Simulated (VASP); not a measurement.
Write the native input for VASP 6.6.1 that does the following.

```
Task                   : single point
Functional             : LDA
Potentials or basis    : VASP PAW LDA potentials, release 64 (Mg)
Cutoff                 : 520 eV
k mesh                 : 20 × 20 × 20
Occupations            : gaussian, width 0.15 eV
Spin                   : no spin polarisation
Dipole correction      : no
Further INCAR settings : ALGO = Fast; EDIFF = 1e-06; NBANDS = 7
```

The structure of Mg lies in POSCAR:

```
Mg
1.0
   -1.8359916300      1.8275946099      1.6702240618
    1.8359916300     -1.8443886501      1.6885839782
    1.8359916300      1.8443886501     -1.6885839782
Mg
1
Direct
    0.0000000000      0.0000000000      0.0000000000
```

This cell differs from its parent crystal: strain -0.0100 x Voigt [0, 0, 0, 1, 0, 0].

One way to write it, as run:

INCAR

```
SYSTEM = Mg
PREC = Accurate ; ENCUT = 520
EDIFF = 1E-6 ; ISMEAR = 0
SIGMA = 0.15 ; LREAL = .False.
LASPH = .True. ; NELM = 60
ALGO = Fast ; ISIF = 2
LWAVE = .False. ; LCHARG = .False.
GGA = CA ; NBANDS = 7
```

KPOINTS

```
Automatic mesh
0
Gamma
  20 20 20
  0 0 0
```

Potentials or basis: VASP PAW LDA potentials, release 64 (Mg).

Run with:

```console
$ cat potpaw_LDA.64/Mg/POTCAR > POTCAR
$ mpirun -np 1 vasp_std > vasp.out
```

It gave:

The pressure is -1.9 GPa and the band gap on the k mesh is zero (bands 1 and 2 overlap by 4.55 eV).

Caveat: the cell differs from its parent crystal (strain -0.0100 x Voigt [0, 0, 0, 1, 0, 0]).

Run time: 5.1 min on 1 thread of Oxide Virtual Turin-like Processor (shared host), peak memory 0.4 GiB.
